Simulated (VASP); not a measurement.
# CdSe (I-4m2) in VASP: a series of runs

Runs on CdSe. Level: PBEsol. Tasks: single point.

Program: VASP 6.6.1. These are calculated values, not measurements. Logs are shortened: lines on timing, memory, paths and dates and some standing lists are left out, and cuts for length are marked.

## (1) The cell of the first run

Symmetry: I-4m2, No. 119, tetragonal system. The conventional cell has a = 4.301 Å, b = 4.301 Å, c = 5.170 Å, α = 90.00°, β = 90.00°, γ = 90.00°. Cd (site symmetry -4m2) has 4 Se at 2.51 Å within 3.3 Å. Se (site symmetry -4m2) has 4 Cd at 2.51 Å within 3.3 Å.

## (2) Single point, PBEsol (engineering shear strain xz +0.0000, normal strain along z -0.1500)

INCAR

```
PREC = Accurate
ENCUT = 520
EDIFF = 1E-6
ISMEAR = 0
SIGMA = 0.05
LREAL = False
LASPH = True
NELM = 80
ALGO = Normal
ISIF = 2
LWAVE = False
LCHARG = True
GGA = PS
LELF = True
LVHAR = True
NBANDS = 16
```

KPOINTS

```
regular mesh
0
Gamma
  10 10 10
```

POSCAR

```
CdSe
1.0
    0.0000000000      2.5851131655      3.0413096065
    3.0413096065      0.0000000000      3.0413096065
    3.0413096065      2.5851131655      0.0000000000
Cd Se
1 1
Direct
    0.0000000000      0.0000000000      0.0000000000
    0.7500000000      0.7500000000      0.7500000000
```

Potentials or basis: VASP PAW PBE potentials, release 64 (Cd, Se).

On the command line:

```console
cat potpaw_PBE.64/Cd/POTCAR potpaw_PBE.64/Se/POTCAR > POTCAR
mpirun -np 1 vasp_std > vasp.out
```

OUTCAR:

```text
PREC = Accurate
   ENCUT = 520
   EDIFF = 1E-6
   ISMEAR = 0
   LREAL = False
   LASPH = True
   NELM = 80
   ISIF = 2
   GGA = PS

 ion  position               nearest neighbor table
   1  0.000  0.000  0.000-   2 2.51   2 2.51   2 2.51   2 2.51
   2  0.750  0.750  0.750-   1 2.51   1 2.51   1 2.51   1 2.51

  LATTYP: Found a body centered tetragonal cell.
 ALAT       =     4.3010612929
 C/A-ratio  =     1.2020815280

  Lattice vectors:

 A1 = (   0.0000000000,  -2.5851131655,   3.0413096065)
 A2 = (   0.0000000000,  -2.5851131655,  -3.0413096065)
 A3 = (   3.0413096065,   2.5851131655,   0.0000000000)

Analysis of symmetry for initial positions (statically):
=====================================================================
 Subroutine PRICEL returns:
 Original cell was already a primitive cell.

 Routine SETGRP: Setting up the symmetry group for a
 body centered tetragonal supercell.

 Subroutine GETGRP returns: Found  8 space group operations
 (whereof  8 operations were pure point group operations)
 out of a pool of 16 trial point group operations.

The static configuration has the point symmetry D_2d.

Analysis of symmetry for dynamics (positions and initial velocities):
=====================================================================
 Subroutine PRICEL returns:
 Original cell was already a primitive cell.

 Routine SETGRP: Setting up the symmetry group for a
 body centered tetragonal supercell.

 Subroutine GETGRP returns: Found  8 space group operations
 (whereof  8 operations were pure point group operations)
 out of a pool of 16 trial point group operations.

The dynamic configuration has the point symmetry D_2d.

 Subroutine INISYM returns: Found  8 space group operations
 (whereof  8 operations are pure point group operations),
 and found     1 'primitive' translations

----------------------------------------------------------------------------------------

                                     Primitive cell

  volume of cell :      47.8223

  direct lattice vectors                    reciprocal lattice vectors
     0.000000000  2.585113166  3.041309607    -0.164402861  0.193415130  0.164402861
     3.041309607  0.000000000  3.041309607     0.164402861 -0.193415130  0.164402861
     3.041309607  2.585113166  0.000000000     0.164402861  0.193415130 -0.164402861

  length of vectors
     3.991537824  4.301061293  3.991537824     0.302433487  0.302433487  0.302433487

  position of ions in fractional coordinates (direct lattice)
     0.000000000  0.000000000  0.000000000
[... 74 lines left out ...]
   LSORBIT =      F    spin-orbit coupling
   LASPH  =      T    aspherical Exc in radial PAW
   ENCUT  =  520.0 eV  38.22 Ry    6.18 a.u.   7.42  8.00  7.42*2*pi/ulx,y,z
   NELM   =     80;   NELMIN=  2; NELMDL= -5     # of ELM steps
   EDIFF  = 0.1E-05   stopping-criterion for ELM
   LREAL  =      F    real-space projection
   EDIFFG = 0.1E-04   stopping-criterion for IOM
   NSW    =      0    number of steps for IOM
   IBRION =     -1    ionic relax: 0-MD 1-quasi-New 2-CG
   NFREE  =      0    steps in history (QN), initial steepest desc. (CG)
   ISIF   =      2    stress and relaxation
   ISYM   =      2    0-nonsym 1-usesym 2-fastsym
   POTIM  = 0.5000    time-step for ionic-motion
   TEBEG  =    0.0;   TEEND  =   0.0 temperature during run
   PSTRESS=    0.0 pullay stress
   NELECT =      18.0000    total number of electrons
   NUPDOWN=      -1.0000    fix difference up-down
   EMIN   =  10.00;   EMAX   =-10.00  energy-range for DOS
   EFERMI =   0.00;   METHOD = LEGACY
   ISMEAR =     0;   SIGMA  =   0.05  broadening in eV -4-tet -1-fermi 0-gaus
   EFERMI_NEDOS =   21; number of points for ismear=-14 and -15
   IALGO  =     38    algorithm
   IMIX   =      4    mixing-type and parameters
     AMIX     =   0.40;   BMIX     =  1.00
     AMIX_MAG =   1.60;   BMIX_MAG =  1.00
  volume/ion in A,a.u.               =      23.91       161.36
  Fermi-wavevector in a.u.,A,eV,Ry     =   1.182012  2.233680 19.009427  1.397153
  Thomas-Fermi vector in A             =   2.318275
   LORBIT       =      0    0 simple, 1 ext, 2 COOP (PROOUT), +10 PAW based schemes
   GGA     = PS    functional components
   LHFCALC =     F    Hartree Fock is set to
   AEXX    =    0.0000 exact exchange contribution
   IVDW    =     0    specifies the selected vdW correction
   LEPSILON=     F    determine dielectric tensor
   LRPA    =     F    only Hartree local field effects (RPA)
 non-spin polarized calculation
 Gauss-broadening in eV      SIGMA  =   0.05
  energy-cutoff  :      520.00
  volume of cell :       47.82
 maximum number of plane-waves:      1311
 NGX is ok and might be reduce to    30
   NGX = 15   NGY = 15   NGZ = 15

 number of electron      17.9999997 magnetization

 Free energy of the ion-electron system (eV)
  ---------------------------------------------------
  ext. energy  EPLUGINS =         0.00000000
  ---------------------------------------------------
  free energy    TOTEN  =        -5.87743119 eV

  energy without entropy =       -5.87743119  energy(sigma->0) =       -5.87743119

 E-fermi :   2.6652     XC(G=0):  -9.8859

 val. band max:        2.4675041791   @ k =   0.0000   0.0000   0.0000
 cond. band min:       2.9891514717   @ k =   0.0000   0.0000   0.0000
 fundamental gap:      0.5216472926
 Fermi energy:         2.6652354576

 k-point     1 :       0.0000    0.0000    0.0000
  band No.  band energies     occupation
      1     -11.3972      2.00000
      2      -6.3603      2.00000
      3      -6.3603      2.00000
      4      -6.2953      2.00000
      5      -5.8478      2.00000
      6      -5.7445      2.00000
[... 433 lines left out ...]
      3      -6.0733      2.00000
      4      -5.9596      2.00000
      5      -5.7821      2.00000
      6      -5.6409      2.00000
[... 8 lines left out ...]
     15      14.0224      0.00000
     16      16.1009      0.00000

 [... further k-points ...]
[... 5 lines left out ...]
  --------------------------------------------------------------------------------------
  -------------------------------------------------------------------------------------
  Total        3.5831682      3.4590711      3.5831682      0.0000000      0.0000000      0.0000000
  in kB      120.0457972    115.8882082    120.0457972      0.0000000      0.0000000      0.0000000
  external PRESSURE =     118.6599342 kB  Pullay stress =       0.0000000 kB

 VOLUME and BASIS-vectors are now :
 -----------------------------------------------------------------------------
  energy-cutoff  :      520.00
  volume of cell :       47.82
      direct lattice vectors                 reciprocal lattice vectors
     0.000000000  2.585113166  3.041309607    -0.164402861  0.193415130  0.164402861
     3.041309607  0.000000000  3.041309607     0.164402861 -0.193415130  0.164402861
     3.041309607  2.585113166  0.000000000     0.164402861  0.193415130 -0.164402861

 POSITION                                       TOTAL-FORCE (eV/Angst)
 -----------------------------------------------------------------------------------
      0.00000      0.00000      0.00000         0.000000      0.000000     -0.000000
      4.56196      3.87767      4.56196         0.000000     -0.000000      0.000000
 -----------------------------------------------------------------------------------
    total drift:                               -0.000001     -0.000000     -0.000001

  FREE ENERGIE OF THE ION-ELECTRON SYSTEM (eV)
  ---------------------------------------------------
  free  energy   TOTEN  =        -5.8774311890 eV

  energy  without entropy=       -5.8774311890  energy(sigma->0) =       -5.87743119
```

OSZICAR:

```text
N       E                     dE             d eps       ncg     rms          rms(c)
DAV:   1     0.108681645827E+03    0.10868E+03   -0.90532E+03  3336   0.103E+03
DAV:   2    -0.250666241043E+01   -0.11119E+03   -0.10490E+03  3984   0.254E+02
DAV:   3    -0.625853087177E+01   -0.37519E+01   -0.37467E+01  3944   0.488E+01
DAV:   4    -0.627200446561E+01   -0.13474E-01   -0.13473E-01  4144   0.294E+00
DAV:   5    -0.627207844586E+01   -0.73980E-04   -0.73980E-04  4008   0.188E-01    0.854E+00
DAV:   6    -0.590812963354E+01    0.36395E+00   -0.55378E-01  4656   0.111E+01    0.644E+00
DAV:   7    -0.587895079108E+01    0.29179E-01   -0.17057E-01  3896   0.298E+00    0.259E+00
DAV:   8    -0.587765659529E+01    0.12942E-02   -0.20036E-02  3616   0.185E+00    0.269E-01
DAV:   9    -0.587741347349E+01    0.24312E-03   -0.18227E-03  4232   0.627E-01    0.665E-02
DAV:  10    -0.587741788317E+01   -0.44097E-05   -0.15121E-04  3944   0.165E-01    0.322E-02
DAV:  11    -0.587743151508E+01   -0.13632E-04   -0.26910E-05  3880   0.429E-02    0.957E-03
DAV:  12    -0.587743118902E+01    0.32606E-06   -0.28799E-06  3816   0.265E-02
   1 F= -.58774312E+01 E0= -.58774312E+01  d E =-.455445E-11
```

stdout:

```text
POSCAR found type information on POSCAR CdSe
 POSCAR found :  2 types and       2 ions
 scaLAPACK will be used
 -----------------------------------------------------------------------------
|                                                                             |
|                                                                             |
|     You enforced a specific xc type in the INCAR file but a different       |
|     I HOPE YOU KNOW WHAT YOU ARE DOING!                                     |
|                                                                             |
 -----------------------------------------------------------------------------

 LDA part: xc-table for (Slater+PW92), standard interpolation
 POSCAR, INCAR and KPOINTS ok, starting setup
 FFT: planning ... GRIDC
 FFT: planning ... GRID_SOFT
 FFT: planning ... GRID
 WAVECAR not read
 entering main loop
```

It took 2.4 min on 1 thread of AMD EPYC 7R13, shared host; peak memory 0.2 GiB.

What came out:

```
Free energy            : -5.8774 eV
Pressure               : 11.9 GPa
Band gap on the k mesh : 0.52 eV, direct
```

Caveat: the cell differs from its parent crystal (engineering shear strain xz +0.0000, normal strain along z -0.1500); the PAW data sets were made with another functional, which shifts forces and pressure a little.

## (3) Single point, PBEsol (engineering shear strain xz +0.0000, normal strain along z -0.1000)

INCAR

```
ALGO = Normal ; EDIFF = 1E-7
ENCUT = 520 ; GGA = PS
ISIF = 2 ; ISMEAR = 0
LASPH = T ; LCHARG = T
LELF = T ; LREAL = F
LVHAR = T ; LWAVE = F
NBANDS = 16 ; NELM = 80
PREC = Accurate ; SIGMA = 0.05
```

KPOINTS

```
k-points
0
Gamma
  10 10 10
```

POSCAR

```
CdSe
1.0
    0.0000000000      2.7371786459      3.0413096065
    3.0413096065      0.0000000000      3.0413096065
    3.0413096065      2.7371786459      0.0000000000
Cd Se
1 1
Direct
    0.0000000000      0.0000000000      0.0000000000
    0.7500000000      0.7500000000      0.7500000000
```

Potentials or basis: VASP PAW PBE potentials, release 64 (Cd, Se).

On the command line:

```console
cat potpaw_PBE.64/Cd/POTCAR potpaw_PBE.64/Se/POTCAR > POTCAR
mpirun -np 1 vasp_std > vasp.out
```

Run time: 2.7 min. Hardware: 1 thread of AMD EPYC 7R13, shared host; peak memory 0.2 GiB.

It converged, with:

* Free energy: -6.0444 eV
* Pressure: 7.1 GPa
* Band gap on the k mesh: 0.49 eV, direct

Stress tensor (GPa, compression positive):
```
6.93 0.00 0.00
0.00 7.49 0.00
0.00 0.00 6.93
```

Levels at points of the mesh, in eV from the valence-band top:
| k point | band 7 | band 8 | band 9 | band 10 | band 11 | band 12 |
| --- | --- | --- | --- | --- | --- | --- |
| (0.00, 0.00, 0.00) | -0.29 | -0.29 | 0.00 | 0.49 | 5.72 | 5.72 |
| (0.50, 0.00, 0.00) | -5.26 | -1.34 | -0.86 | 2.12 | 5.79 | 6.74 |
| (0.50, 0.50, 0.00) | -5.00 | -2.34 | -2.13 | 2.76 | 3.90 | 8.92 |
| (0.50, 0.00, 0.50) | -4.34 | -2.75 | -2.75 | 2.38 | 2.90 | 10.03 |

Caveat: the cell differs from its parent crystal (engineering shear strain xz +0.0000, normal strain along z -0.1000); the PAW data sets were made with another functional, which shifts forces and pressure a little.

## (4) Single point, PBEsol (engineering shear strain xz +0.0000, normal strain along z -0.0500)

INCAR

```
SYSTEM = CdSe
PREC = Accurate ; ENCUT = 520
EDIFF = 1E-6 ; ISMEAR = 0
SIGMA = 0.05 ; LREAL = .False.
LASPH = .True. ; NELM = 60
ALGO = Normal ; ISIF = 2
LWAVE = .False. ; LCHARG = .False.
GGA = PS ; NBANDS = 16
```

KPOINTS

```
Automatic mesh
0
Gamma
  10 10 10
  0 0 0
```

POSCAR

```
CdSe
1.0
    0.0000000000      2.8892441262      3.0413096065
    3.0413096065      0.0000000000      3.0413096065
    3.0413096065      2.8892441262      0.0000000000
Cd Se
1 1
Direct
    0.0000000000      0.0000000000      0.0000000000
    0.7500000000      0.7500000000      0.7500000000
```

On the command line:

```console
cat potpaw_PBE.64/Cd/POTCAR potpaw_PBE.64/Se/POTCAR > POTCAR
mpirun -np 1 vasp_std > vasp.out
```

Wall time 2.1 min (1 thread of AMD EPYC 7R13, shared host); peak memory 0.21 GiB.

The run converged. Its results:

- Free energy: -6.1426 eV
- Pressure: 3.3 GPa
- Band gap on the k mesh: 0.48 eV, direct

Stress tensor (GPa, compression positive):
```
3.12 0.00 0.00
0.00 3.74 0.00
0.00 0.00 3.12
```

Levels at points of the mesh, in eV from the valence-band top:
| k point | band 5 | band 6 | band 7 | band 8 | band 9 | band 10 | band 11 | band 12 | band 13 | band 14 |
| --- | --- | --- | --- | --- | --- | --- | --- | --- | --- | --- |
| (0.00, 0.00, 0.00) | -7.77 | -7.75 | -0.15 | -0.15 | 0.00 | 0.48 | 5.77 | 5.77 | 5.77 | 9.70 |
| (0.50, 0.00, 0.00) | -7.73 | -7.43 | -4.86 | -1.05 | -0.82 | 2.22 | 6.08 | 6.50 | 7.33 | 9.91 |
| (0.50, 0.50, 0.00) | -7.70 | -7.39 | -4.56 | -2.12 | -2.03 | 2.86 | 3.77 | 8.95 | 10.01 | 10.61 |
| (0.50, 0.00, 0.50) | -7.69 | -7.30 | -4.26 | -2.31 | -2.31 | 2.69 | 3.31 | 9.46 | 10.28 | 10.28 |

Caveat: the cell differs from its parent crystal (engineering shear strain xz +0.0000, normal strain along z -0.0500); the PAW data sets were made with another functional, which shifts forces and pressure a little.

## (5) Overview

| cell | gap on the mesh (eV) | pressure (GPa) |
| --- | --- | --- |
| a = 3.992, b = 4.301 Å, angles 57.4, 65.2, 57.4°, 2 atoms | 0.52 | 11.9 |
| a = 4.092, b = 4.301 Å, angles 58.3, 63.4, 58.3°, 2 atoms | 0.49 | 7.1 |
| a = 4.195, b = 4.301 Å, angles 59.2, 61.7, 59.2°, 2 atoms | 0.48 | 3.3 |

Alike in all rows: task single point; level PBEsol; potentials or basis VASP PAW PBE potentials, release 64 (Cd, Se); no spin polarisation; k mesh 10 × 10 × 10; cutoff (eV) 520; smearing gaussian 0.05 eV.

Caveats: the PAW data sets were made with another functional, which shifts forces and pressure a little.

Total energies depend on the potentials used, so only differences within one code and one set of settings carry meaning.
